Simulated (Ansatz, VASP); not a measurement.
**Two plane-wave programs on Zr**

File INCAR:

```
ALGO = Normal
EDIFF = 1E-6
ENCUT = 520
ISIF = 2
ISMEAR = -1
LASPH = True
LCHARG = False
LREAL = False
LWAVE = False
NBANDS = 19
NELM = 100
PREC = Accurate
SIGMA = 0.1
```

KPOINTS

```
k-points
0
Gamma
  19 19 10
```

The input POSCAR:

```
Zr
1.0
    3.2256636140      0.0000000000      0.0000000000
   -1.6128318070      2.7935066338      0.0000000000
    0.0000000000      0.0000000000      5.2217168347
Zr
2
Direct
    0.3333333333      0.6666666667      0.2500000000
    0.6666666667      0.3333333333      0.7500000000
```

Input for Ansatz:

```yaml
crystal:
  lattice:
    - [3.225663614, 0.0, 0.0]
    - [-1.612831807, 2.7935066338, 0.0]
    - [0.0, 0.0, 5.2217168347]
  atoms:
    - { symbol: Zr, position: [0.3333333333, 0.6666666667, 0.25] }
    - { symbol: Zr, position: [0.6666666667, 0.3333333333, 0.75] }
hamiltonian:
  xc: lda
  pseudopotentials:
    kind: paw
    azcp:
      Zr: "pseudopotentials/Zr.paw.azcp"
basis:
  ecutwfc: 420
  fft_grid_basis: typed
kpoints:
  mp_grid: { grid: [19, 19, 10], shift: [0, 0, 0] }
magnetization:
  spin_polarized: false
scf:
  occupations: { method: fermi_dirac, width: 0.1 }
output:
  stress: true
```

Alike in both runs: task single point; functional LDA; k mesh 19 × 19 × 10; occupations fermi-dirac, width 0.1 eV; no spin polarisation.

```csv
,VASP,Ansatz
version,VASP 6.6.1,Ansatz 0.2.0
potentials or method,"VASP PAW LDA potentials, release 64 (Zr_sv), cutoff 520 eV","plane waves (420 eV) with PAW, scalar-relativistic"
valence electrons in the cell,24,24
```

```csv
,VASP,Ansatz,Ansatz less VASP
pressure (GPa),-6.9,-7.0,-0.08
"traceless stress, the component that is largest in VASP (GPa)",-0.41,-0.44,-0.025
```

Ansatz warns that its potentials were made for another functional, while VASP's fit it. LDA's correlation is that of Perdew and Zunger in VASP and of Perdew and Wang (1992) in Ansatz.
